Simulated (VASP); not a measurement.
BAs: single point with r2SCAN

Crystal: BAs.

```
CELL_PARAMETERS angstrom
0.00000 2.39187 2.36795
2.39187 0.00000 2.36795
2.39187 2.39187 0.00000
ATOMIC_POSITIONS crystal
B 0.00000 0.00000 0.00000
As 0.25000 0.25000 0.25000
```

This cell differs from its parent crystal: uniaxial z strain -1.0%.

| Property | Result |
| --- | --- |
| Program | VASP 6.6.1 |
| Task | single point |
| Functional | r2SCAN |
| Potentials or basis | VASP PAW PBE potentials, release 64 (B, As) |
| Cutoff | 520 eV |
| k mesh | 10 × 10 × 10 |
| Occupations | gaussian, width 0.01 eV |
| Spin | no spin polarisation |

The pressure is 1.7 GPa. The band gap on the k mesh is 1.20 eV, indirect (least direct gap 3.34 eV).

Stress tensor (GPa, compression positive):
```
0.98 0.00 0.00
0.00 0.98 0.00
0.00 0.00 3.21
```

Levels at points of the mesh, in eV from the valence-band top:
| k point | band 2 | band 3 | band 4 | band 5 | band 6 | band 7 |
| --- | --- | --- | --- | --- | --- | --- |
| (0.00, 0.00, 0.00) | -0.10 | -0.10 | 0.00 | 3.34 | 3.41 | 3.41 |
| (0.50, 0.00, 0.00) | -9.36 | -2.08 | -1.96 | 2.94 | 4.95 | 5.04 |
| (0.50, 0.50, 0.00) | -9.11 | -4.47 | -4.47 | 1.45 | 1.53 | 12.15 |
| (0.50, 0.00, 0.50) | -9.19 | -4.38 | -4.36 | 1.58 | 1.67 | 12.06 |

Wall time 3.1 min on 1 thread of AMD EPYC 7R43 64-Core Processor (Zen 3) (shared host), peak memory 0.15 GiB.

Caveat: the cell differs from its parent crystal (uniaxial z strain -1.0%); the PAW data sets were made with another functional, which shifts forces and pressure a little. A k mesh can miss the band edges.
